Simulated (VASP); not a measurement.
A run of VASP 6.6.1:

File INCAR:

```
SYSTEM = Li
  ALGO = Normal
  EDIFF = 1E-7
  ENCUT = 520
  ISIF = 2
  ISMEAR = -1
  LASPH = .TRUE.
  LCHARG = .FALSE.
  LREAL = .FALSE.
  LWAVE = .FALSE.
  NBANDS = 12
  NELM = 100
  PREC = Accurate
  SIGMA = 0.08
```

Contents of KPOINTS:

```
k-points
0
G
  12 12 12
  0 0 0
```

File POSCAR:

```
Li
1.0
    1.5504989657      0.8951809952      7.6641830000
   -1.5504989657      0.8951809952      7.6641830000
    0.0000000000     -1.7903619905      7.6641830000
Li
3
Direct
    0.0000000000      0.0000000000      0.0000000000
    0.2220000000      0.2220000000      0.2220000000
    0.7780000000      0.7780000000      0.7780000000
```

Potentials or basis: VASP PAW LDA potentials, release 64 (Li_sv).

Launch:

```sh
$ cat potpaw_LDA.64/Li_sv/POTCAR > POTCAR
$ mpirun -np 1 vasp_std > vasp.out
```

Hardware: 1 thread of Intel(R) Xeon(R) 6975P-C (Granite Rapids), on a shared host.

Question: How long does it take, and how much memory?

Answer: Run time: 4.2 min on 1 thread of Intel(R) Xeon(R) 6975P-C (Granite Rapids), with other jobs on the host, peak memory 0.38 GiB. Counts: scf iterations 10, k points 189.
